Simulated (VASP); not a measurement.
# H3C5 in VASP: notebook

The runs below take H3C5 through single point, with PBE.

Program: VASP 6.6.1. These are calculated values, not measurements. Logs are shortened: lines on timing, memory, paths and dates and some standing lists are left out, and cuts for length are marked.

## 1. The cell of the first run

The cell holds a slab with vacuum, 32 atoms: a = 5.049 Å, b = 5.049 Å, c = 17.136 Å, α = 90.00°, β = 90.00°, γ = 90.00°.

## 2. Single point, PBE

File INCAR:

```
PREC = Accurate ; ENCUT = 520
EDIFF = 1E-6 ; ISMEAR = 0
SIGMA = 0.05 ; LREAL = Auto
LASPH = True ; NELM = 60
ALGO = Normal ; ISIF = 2
LWAVE = False ; LCHARG = False
GGA = PE ; NBANDS = 68
```

File KPOINTS:

```
Automatic mesh
0
Gamma
  2 2 1
```

File POSCAR:

```
H3C5
1.0
    5.0487420000      0.0000000000      0.0000000000
    0.0000000000      5.0487420000      0.0000000000
    0.0000000000      0.0000000000     17.1355610000
H C
12 20
Direct
    0.4277869616      0.0000000000      0.0583581711
    0.0722132365      0.0000000000      0.0583581711
    0.9277869616      0.0000000000      0.0583581711
    0.5722132365      0.0000000000      0.0583581711
    0.4277869616      0.5000000000      0.0583581711
    0.0722132365      0.5000000000      0.0583581711
    0.9277869616      0.5000000000      0.0583581711
    0.5722132365      0.5000000000      0.0583581711
    0.7499390937      0.0039120636      0.3590585100
    0.2500175291      0.4957236872      0.3591017534
    0.7500246596      0.4959203699      0.3590784685
    1.2499896014      1.0037591543      0.3590705317
    0.2500000990      0.0000000000      0.0953981022
    0.7500000990      0.0000000000      0.0953981022
    0.2500000990      0.5000000000      0.0953981022
    0.7500000990      0.5000000000      0.0953981022
    0.2500000990      0.2500000990      0.1474827699
    0.7500000990      0.2500000990      0.1474827699
    0.2500000990      0.7500000990      0.1474827699
    0.7500000990      0.7500000990      0.1474827699
    0.0000071305      0.2499810844      0.1957756154
    0.4999982174      0.2499404802      0.1957750318
    0.0000198069      0.7499610794      0.2036061732
    0.4999803912      0.7499398860      0.2036024966
    0.0000140629      0.0165524402      0.2525042512
    0.5000005942      0.0165116379      0.2525034926
    0.0000025749      0.4833429793      0.2525309209
    0.4999651398      0.4833077230      0.2525225174
    0.2499999010      0.0881025412      0.2998623739
    0.7500084179      0.0882295035      0.2998481345
    0.2499838574      0.4116183794      0.2998755045
    0.7499767269      0.4117451436      0.2998584056
```

Potentials or basis: VASP PAW PBE potentials, release 64 (H, C).

Launch:

```
$ cat potpaw_PBE.64/H/POTCAR potpaw_PBE.64/C/POTCAR > POTCAR
$ mpirun -np 1 vasp_std > vasp.out
```

OUTCAR:

```text
PREC = Accurate
   ENCUT = 520
   EDIFF = 1E-6
   ISMEAR = 0
   LREAL = Auto
   LASPH = True
   NELM = 60
   ISIF = 2
   GGA = PE

 ion  position               nearest neighbor table
   1  0.428  0.000  0.058-   4 0.73  13 1.10
   2  0.072  0.000  0.058-   3 0.73  13 1.10
   3  0.928  0.000  0.058-   2 0.73  14 1.10
   4  0.572  0.000  0.058-   1 0.73  14 1.10
   5  0.428  0.500  0.058-   8 0.73  15 1.10
   6  0.072  0.500  0.058-   7 0.73  15 1.10
   7  0.928  0.500  0.058-   6 0.73  16 1.10
   8  0.572  0.500  0.058-   5 0.73  16 1.10
   9  0.750  0.004  0.359-  30 1.10
  10  0.250  0.496  0.359-  31 1.10
  11  0.750  0.496  0.359-  32 1.10
  12  0.250  0.004  0.359-  29 1.10
  13  0.250  0.000  0.095-   2 1.10   1 1.10  19 1.55  17 1.55
  14  0.750  0.000  0.095-   4 1.10   3 1.10  20 1.55  18 1.55
  15  0.250  0.500  0.095-   6 1.10   5 1.10  17 1.55  19 1.55
  16  0.750  0.500  0.095-   8 1.10   7 1.10  18 1.55  20 1.55
  17  0.250  0.250  0.147-  21 1.51  22 1.51  15 1.55  13 1.55
  18  0.750  0.250  0.147-  22 1.51  21 1.51  16 1.55  14 1.55
[... 12 lines left out ...]
  31  0.250  0.412  0.300-  10 1.10  27 1.54  28 1.54  29 1.63
  32  0.750  0.412  0.300-  11 1.10  28 1.54  27 1.54  30 1.63

  LATTYP: Found a simple tetragonal cell.
 ALAT       =     5.0487420000
 C/A-ratio  =     3.3940258781

  Lattice vectors:

 A1 = (   5.0487420000,   0.0000000000,   0.0000000000)
 A2 = (   0.0000000000,   5.0487420000,   0.0000000000)
 A3 = (   0.0000000000,   0.0000000000,  17.1355610000)

Analysis of symmetry for initial positions (statically):
=====================================================================
 Subroutine PRICEL returns:
 Original cell was already a primitive cell.

 Routine SETGRP: Setting up the symmetry group for a
 simple tetragonal supercell.

 Subroutine GETGRP returns: Found  1 space group operations
 (whereof  1 operations were pure point group operations)
 out of a pool of 16 trial point group operations.

The static configuration has the point symmetry C_1 .

Analysis of symmetry for dynamics (positions and initial velocities):
=====================================================================
 Subroutine PRICEL returns:
 Original cell was already a primitive cell.

 Routine SETGRP: Setting up the symmetry group for a
 simple tetragonal supercell.

 Subroutine GETGRP returns: Found  1 space group operations
 (whereof  1 operations were pure point group operations)
 out of a pool of 16 trial point group operations.

The dynamic configuration has the point symmetry C_1 .

 Subroutine INISYM returns: Found  1 space group operations
 (whereof  1 operations are pure point group operations),
 and found     1 'primitive' translations

----------------------------------------------------------------------------------------

                                     Primitive cell

  volume of cell :     436.7820

  direct lattice vectors                    reciprocal lattice vectors
     5.048742000  0.000000000  0.000000000     0.198069143  0.000000000  0.000000000
     0.000000000  5.048742000  0.000000000     0.000000000  0.198069143  0.000000000
     0.000000000  0.000000000 17.135561000     0.000000000  0.000000000  0.058358171

  length of vectors
     5.048742000  5.048742000 17.135561000     0.198069143  0.198069143  0.058358171

  position of ions in fractional coordinates (direct lattice)
     0.427786962  0.000000000  0.058358171
     0.072213236  0.000000000  0.058358171
     0.927786962  0.000000000  0.058358171
     0.572213236  0.000000000  0.058358171
     0.427786962  0.500000000  0.058358171
     0.072213236  0.500000000  0.058358171
[... 24 lines left out ...]
     0.249983857  0.411618379  0.299875505
     0.749976727  0.411745144  0.299858406

  ion indices of the primitive-cell ions
   primitive index   ion index
                 1           1
                 2           2
                 3           3
                 4           4
                 5           5
                 6           6
[... 24 lines left out ...]
                31          31
                32          32

----------------------------------------------------------------------------------------

 KPOINTS: Automatic mesh

Automatic generation of k-mesh.
 Grid dimensions read from file:
 generate k-points for:    2    2    1

 Generating k-lattice:

  Cartesian coordinates                     Fractional coordinates (reciprocal lattice)
     0.099034571  0.000000000  0.000000000     0.500000000  0.000000000  0.000000000
     0.000000000  0.099034571  0.000000000     0.000000000  0.500000000  0.000000000
     0.000000000  0.000000000  0.058358171     0.000000000  0.000000000  1.000000000

  Length of vectors
     0.099034571  0.099034571  0.058358171

  Shift w.r.t. Gamma in fractional coordinates (k-lattice)
     0.000000000  0.000000000  0.000000000

 Subroutine IBZKPT returns following result:
 ===========================================

 Found      4 irreducible k-points:

 Following reciprocal coordinates:
            Coordinates               Weight
  0.000000  0.000000  0.000000      1.000000
  0.500000  0.000000  0.000000      1.000000
  0.000000  0.500000  0.000000      1.000000
  0.500000  0.500000  0.000000      1.000000
   k-points           NKPTS =      4   k-points in BZ     NKDIM =      4   number of bands    NBANDS=     68
   number of dos      NEDOS =    301   number of ions     NIONS =     32
   total plane-waves  NPLWV = 204800
   dimension x,y,z NGX =    40 NGY =   40 NGZ =  128
   dimension x,y,z NGXF=    80 NGYF=   80 NGZF=  256
   ions per type =              12  20
   NGX,Y,Z   is equivalent  to a cutoff of  13.17, 13.17, 12.42 a.u.
   NGXF,Y,Z  is equivalent  to a cutoff of  26.34, 26.34, 24.84 a.u.
 SYSTEM =  unknown system
   PREC   = accura    normal or accurate (medium, high low for compatibility)
   ISTART =      0    job   : 0-new  1-cont  2-samecut
   ICHARG =      2    charge: 1-file 2-atom 10-const
   ISPIN  =      1    spin polarized calculation?
   LNONCOLLINEAR =      F non collinear calculations
   LSORBIT =      F    spin-orbit coupling
   LASPH  =      T    aspherical Exc in radial PAW
   ENCUT  =  520.0 eV  38.22 Ry    6.18 a.u.   9.39  9.39 31.86*2*pi/ulx,y,z
   NELM   =     60;   NELMIN=  2; NELMDL= -5     # of ELM steps
   EDIFF  = 0.1E-05   stopping-criterion for ELM
   LREAL  =      T    real-space projection
   EDIFFG = 0.1E-04   stopping-criterion for IOM
   NSW    =      0    number of steps for IOM
   IBRION =     -1    ionic relax: 0-MD 1-quasi-New 2-CG
   NFREE  =      0    steps in history (QN), initial steepest desc. (CG)
   ISIF   =      2    stress and relaxation
   ISYM   =      2    0-nonsym 1-usesym 2-fastsym
   POTIM  = 0.5000    time-step for ionic-motion
   TEBEG  =    0.0;   TEEND  =   0.0 temperature during run
   PSTRESS=    0.0 pullay stress
   NELECT =      92.0000    total number of electrons
   NUPDOWN=      -1.0000    fix difference up-down
   EMIN   =  10.00;   EMAX   =-10.00  energy-range for DOS
   EFERMI =   0.00;   METHOD = LEGACY
   ISMEAR =     0;   SIGMA  =   0.05  broadening in eV -4-tet -1-fermi 0-gaus
   EFERMI_NEDOS =   21; number of points for ismear=-14 and -15
   IALGO  =     38    algorithm
   IMIX   =      4    mixing-type and parameters
     AMIX     =   0.40;   BMIX     =  1.00
     AMIX_MAG =   1.60;   BMIX_MAG =  1.00
  volume/ion in A,a.u.               =      13.65        92.11
  Fermi-wavevector in a.u.,A,eV,Ry     =   0.974053  1.840693 12.908923  0.948779
  Thomas-Fermi vector in A             =   2.104482
   LORBIT       =      0    0 simple, 1 ext, 2 COOP (PROOUT), +10 PAW based schemes
   GGA     = PE    functional components
   LHFCALC =     F    Hartree Fock is set to
   AEXX    =    0.0000 exact exchange contribution
   IVDW    =     0    specifies the selected vdW correction
   LEPSILON=     F    determine dielectric tensor
   LRPA    =     F    only Hartree local field effects (RPA)
 non-spin polarized calculation
 Gauss-broadening in eV      SIGMA  =   0.05
  energy-cutoff  :      520.00
  volume of cell :      436.78
 maximum number of plane-waves:     11780
 NGX is ok and might be reduce to    40
   NGX = 19   NGY = 19   NGZ = 63

 number of electron      92.0000005 magnetization

 Free energy of the ion-electron system (eV)
  ---------------------------------------------------
  ext. energy  EPLUGINS =         0.00000000
  ---------------------------------------------------
  free energy    TOTEN  =      -210.27342128 eV

  energy without entropy =     -210.27342128  energy(sigma->0) =     -210.27342128

 E-fermi :   1.2895     XC(G=0):  -5.1105

 val. band max:        1.0303889164   @ k =   0.0000   0.5000   0.0000
 cond. band min:       2.8631039315   @ k =   0.0000   0.0000   0.0000
 fundamental gap:      1.8327150151
 Fermi energy:         1.2895464615

 k-point     1 :       0.0000    0.0000    0.0000
  band No.  band energies     occupation
      1     -20.1045      2.00000
      2     -17.9040      2.00000
      3     -15.8925      2.00000
      4     -15.5394      2.00000
      5     -15.5022      2.00000
      6     -15.4957      2.00000
[... 50 lines left out ...]
     57       6.3827      0.00000
     58       6.6773      0.00000

 k-point     2 :       0.5000    0.0000    0.0000
  band No.  band energies     occupation
      1     -18.9630      2.00000
      2     -18.9628      2.00000
      3     -16.7752      2.00000
      4     -16.7751      2.00000
      5     -14.4449      2.00000
      6     -14.4441      2.00000
[... 50 lines left out ...]
     57       6.6680      0.00000
     58       6.6682      0.00000

 k-point     3 :       0.0000    0.5000    0.0000
  band No.  band energies     occupation
      1     -19.5157      2.00000
      2     -18.3010      2.00000
      3     -17.1797      2.00000
      4     -15.8941      2.00000
      5     -15.3756      2.00000
      6     -14.8572      2.00000
[... 50 lines left out ...]
     57       6.5857      0.00000
     58       6.6950      0.00000

 k-point     4 :       0.5000    0.5000    0.0000
  band No.  band energies     occupation
      1     -18.3841      2.00000
      2     -18.3840      2.00000
      3     -17.1692      2.00000
      4     -17.1686      2.00000
      5     -16.0631      2.00000
      6     -16.0630      2.00000
[... 50 lines left out ...]
     57       6.5466      0.00000
     58       6.5467      0.00000
 [bands above 58 left out]

------------------------ aborting loop because EDIFF is reached ----------------------------------------

  FORCE on cell =-STRESS in cart. coord.  units (eV):
  Direction    XX          YY          ZZ          XY          YZ          ZX
  --------------------------------------------------------------------------------------
  -------------------------------------------------------------------------------------
  Total       72.3505136     -6.2373620     -4.3246924      0.0008876      0.0331366      0.0032501
  in kB      265.3918105    -22.8795169    -15.8635769      0.0032560      0.1215496      0.0119219
  external PRESSURE =      75.5495722 kB  Pullay stress =       0.0000000 kB

 VOLUME and BASIS-vectors are now :
 -----------------------------------------------------------------------------
  energy-cutoff  :      520.00
  volume of cell :      436.78
      direct lattice vectors                 reciprocal lattice vectors
     5.048742000  0.000000000  0.000000000     0.198069143  0.000000000  0.000000000
     0.000000000  5.048742000  0.000000000     0.000000000  0.198069143  0.000000000
     0.000000000  0.000000000 17.135561000     0.000000000  0.000000000  0.058358171

 POSITION                                       TOTAL-FORCE (eV/Angst)
 -----------------------------------------------------------------------------------
      2.15979      0.00000      1.00000        -8.956002     -0.044372      0.076918
      0.36459      0.00000      1.00000         8.956049     -0.044531      0.076794
      4.68416      0.00000      1.00000        -8.955876     -0.044541      0.076878
      2.88896      0.00000      1.00000         8.955928     -0.044395      0.076918
      2.15979      2.52437      1.00000        -8.955985      0.044097      0.076809
      0.36459      2.52437      1.00000         8.956016      0.043932      0.076874
[... 24 lines left out ...]
      1.26210      2.07816      5.13853         0.001541      0.006758      0.004316
      3.78644      2.07879      5.13824         0.001984     -0.002909      0.004663
 -----------------------------------------------------------------------------------
    total drift:                               -0.000458      0.002591     -0.027202

  FREE ENERGIE OF THE ION-ELECTRON SYSTEM (eV)
  ---------------------------------------------------
  free  energy   TOTEN  =      -210.2734212832 eV

  energy  without entropy=     -210.2734212832  energy(sigma->0) =     -210.27342128
```

It took 5.4 min on 1 thread of AMD EPYC 7R43 (Zen 3), shared host; peak memory 0.46 GiB.

Results:

```
Free energy            : -210.2734 eV
Largest force          : 8.956 eV/Å
Band gap on the k mesh : 1.83 eV
```

Forces in eV/Å, atoms in the order of the input:
```
H   -8.956 -0.044  0.077
H    8.956 -0.045  0.077
H   -8.956 -0.045  0.077
H    8.956 -0.044  0.077
H   -8.956  0.044  0.077
H    8.956  0.044  0.077
H   -8.956  0.044  0.077
H    8.956  0.044  0.077
H    0.002 -0.006  0.021
H    0.000  0.012  0.023
H   -0.001  0.010  0.023
H    0.000 -0.006  0.020
C   -0.001 -0.131  0.950
C    0.000 -0.131  0.951
C    0.000  0.131  0.950
C    0.000  0.131  0.950
C    0.000 -0.001 -2.819
C    0.001 -0.002 -2.817
C    0.000 -0.004  0.544
C    0.000 -0.006  0.545
C    0.000 -0.001 -0.009
C   -0.002  0.002 -0.010
C   -0.003  0.001  0.016
C    0.002  0.001  0.016
C   -0.002 -0.031  0.007
C    0.000 -0.027  0.007
C   -0.001  0.034 -0.003
C    0.002  0.037  0.002
C    0.001 -0.001  0.003
C   -0.002 -0.011  0.008
C    0.002  0.007  0.004
C    0.002 -0.003  0.005
```

Caveat: the k points lie up to 0.62 Å⁻¹ apart.

## 3. Single point, PBE

File INCAR:

```
SYSTEM = H3C5
  PREC = Accurate
  ENCUT = 520
  EDIFF = 1E-6
  ISMEAR = 0
  SIGMA = 0.05
  LREAL = Auto
  LASPH = .TRUE.
  NELM = 80
  ALGO = Normal
  ISIF = 2
  LWAVE = .FALSE.
  LCHARG = .FALSE.
  GGA = PE
  NBANDS = 68
```

File KPOINTS:

```
Automatic mesh
0
G
  1 1 1
  0 0 0
```

File POSCAR:

```
H3C5
1.0
    5.0487420000      0.0000000000      0.0000000000
    0.0000000000      5.0487420000      0.0000000000
    0.0000000000      0.0000000000     17.1355610000
H C
12 20
Direct
    0.4277867635      0.0000000000      0.0583581711
    0.0722132365      0.0000000000      0.0583581711
    0.9277867635      0.0000000000      0.0583581711
    0.5722132365      0.0000000000      0.0583581711
    0.4277867635      0.5000000000      0.0583581711
    0.0722132365      0.5000000000      0.0583581711
    0.9277867635      0.5000000000      0.0583581711
    0.5722132365      0.5000000000      0.0583581711
    0.7502334245      0.0042323414      0.3591049631
    0.2500807132      0.4961014051      0.3590545416
    0.7501181482      0.4960279214      0.3590986604
    1.2495138393      0.0047869350      0.3591636714
    0.2499999010      0.0000000000      0.0953981022
    0.7499999010      0.0000000000      0.0953981022
    0.2499999010      0.5000000000      0.0953981022
    0.7499999010      0.5000000000      0.0953981022
    0.2499999010      0.2499999010      0.1474828283
    0.7499999010      0.2499999010      0.1474828283
    0.2499999010      0.7499999010      0.1474828283
    0.7499999010      0.7499999010      0.1474828283
   -0.0000021788      0.2500486260      0.1957651109
    0.5000104977      0.2500290171      0.1957839023
   -0.0000013865      0.7500729885      0.2035983532
    0.5000148552      0.7500300075      0.2036047726
    0.0000235702      0.0167073303      0.2525271276
    0.5000182224      0.0166498902      0.2525602167
    0.0000528845      0.4835081690      0.2525106123
    0.5000558555      0.4834701397      0.2525189575
    0.2499878187      0.0884380703      0.2998776054
    0.7500765537      0.0883231902      0.2998717112
    0.2500513989      0.4119037970      0.2998343620
    0.7500725923      0.4118625986      0.2998688517
```

Potentials or basis: VASP PAW PBE potentials, release 64 (H, C).

Launch:

```
$ cat potpaw_PBE.64/H/POTCAR potpaw_PBE.64/C/POTCAR > POTCAR
$ mpirun -np 1 vasp_gam > vasp.out
```

Wall time 1.9 min (1 thread of Intel Xeon Platinum 8488C (Sapphire Rapids), shared host); peak memory 0.43 GiB.

Results (log left out):

```yaml
Free_energy: -200.8765 eV
Largest_force: 9.775 eV/Å
Band_gap_on_the_k_mesh: 1.70 eV
```

Forces on the atoms (eV/Å):
```
H   -9.774 -0.052  0.111
H    9.774 -0.052  0.112
H   -9.774 -0.052  0.112
H    9.774 -0.052  0.112
H   -9.774  0.053  0.112
H    9.774  0.052  0.112
H   -9.774  0.052  0.112
H    9.774  0.053  0.112
H   -0.002  0.204  0.027
H   -0.001 -0.205  0.028
H   -0.001 -0.205  0.024
H    0.009  0.195  0.023
C    0.002 -0.152  1.480
C    0.000 -0.152  1.479
C    0.001  0.151  1.480
C   -0.001  0.151  1.480
C    0.002  0.001 -2.630
C   -0.001  0.000 -2.630
C    0.001  0.005  0.384
C    0.001  0.007  0.385
C    0.001  0.005 -0.352
C    0.001 -0.001 -0.355
C    0.003  0.000 -0.004
C   -0.001  0.002 -0.002
C    0.000 -0.416 -0.119
C    0.001 -0.414 -0.115
C   -0.004  0.411 -0.115
C    0.000  0.413 -0.116
C   -0.003 -0.857 -0.310
C   -0.005 -0.855 -0.312
C   -0.001  0.854 -0.310
C   -0.002  0.854 -0.314
```

Levels at points of the mesh, in eV from the valence-band top:
| k point | band 44 | band 45 | band 46 | band 47 | band 48 | band 49 |
| --- | --- | --- | --- | --- | --- | --- |
| (0.00, 0.00, 0.00) | -2.26 | -0.51 | 0.00 | 1.70 | 2.16 | 3.37 |

Caveat: the k points lie up to 1.24 Å⁻¹ apart.

(Continued in part 2 of 3.)
